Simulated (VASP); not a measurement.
Bi: single point with PBE

Crystal: Bi.

```
CELL_PARAMETERS angstrom
-1.92458 1.92458 1.92458
1.92458 -1.92458 1.92458
1.92458 1.92458 -1.92458
ATOMIC_POSITIONS crystal
Bi 0.00000 0.00000 0.00000
```

This cell differs from its parent crystal: strained.

```
Program             : VASP 6.6.1
Task                : single point
Functional          : PBE
Potentials or basis : VASP PAW PBE potentials, release 64 (Bi_d)
Cutoff              : 520 eV
k mesh              : 16 × 16 × 16
Occupations         : gaussian, width 0.1 eV
Spin                : no spin polarisation
```

* Pressure: 6.6 GPa
* Band gap on the k mesh: zero (an odd number of electrons rules out a gap without spin polarisation)

Levels at points of the mesh, in eV from the Fermi level:
| k point | band 5 | band 6 | band 7 | band 8 | band 9 | band 10 |
| --- | --- | --- | --- | --- | --- | --- |
| (0.00, 0.00, 0.00) | -22.94 | -14.15 | 5.79 | 5.79 | 5.79 | 10.33 |
| (0.50, 0.00, 0.00) | -22.83 | -10.58 | -5.59 | 1.76 | 3.71 | 6.31 |
| (0.50, 0.50, 0.50) | -22.86 | -8.05 | -2.00 | -2.00 | -2.00 | 3.46 |

It took 29 s on 1 thread of Intel(R) Xeon(R) 6975P-C (Granite Rapids), with other jobs on the host, peak memory 0.19 GiB.

Caveat: the cell differs from its parent crystal (strained); the cell stands under pressure; spin-orbit coupling is left out, which moves the levels of the heavy elements.
